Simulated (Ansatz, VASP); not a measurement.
**Cu in VASP and in Ansatz**

```
Cu
1.0
    -1.44716    1.43374    1.36013
     1.44725   -1.43990    1.36668
     1.46384    1.45658   -1.36658
Cu
1
Cartesian
  0.0073 0.0653 -0.0664
```

Change from the starting cell: kmesh displaced: [4, 4, 4] Gamma-centred.

Alike in both runs: task single point; functional r2SCAN; k mesh 4 × 4 × 4; occupations gaussian, width 0.1 eV; no spin polarisation.

```csv
,VASP,Ansatz
version,VASP 6.6.1,Ansatz 0.2.0
potentials or method,"VASP PAW PBE potentials, release 64 (Cu), cutoff 520 eV","scalar-relativistic, plane waves, PAW"
valence electrons in the cell,11,19
```

VASP gave:

```
gap on the k mesh at the Fermi level (eV)                     : none
pressure (GPa)                                                : 0.2
traceless stress, the component that is largest in VASP (GPa) : 2.35
```

**Question.** Which values does Ansatz return?

**Answer.** gap on the k mesh at the Fermi level (eV): none; pressure (GPa): -0.4; traceless stress, the component that is largest in VASP (GPa): 2.29.

VASP's potentials were made for PBE, not for r2SCAN. A gap of «none» marks a metal or a gap that the smearing closes. VASP's potentials hold 11 valence electrons a cell and Ansatz's 19, so a difference there can come from the potentials and not from the codes.

The k mesh is coarse, so the values compare programs but aren't converged.
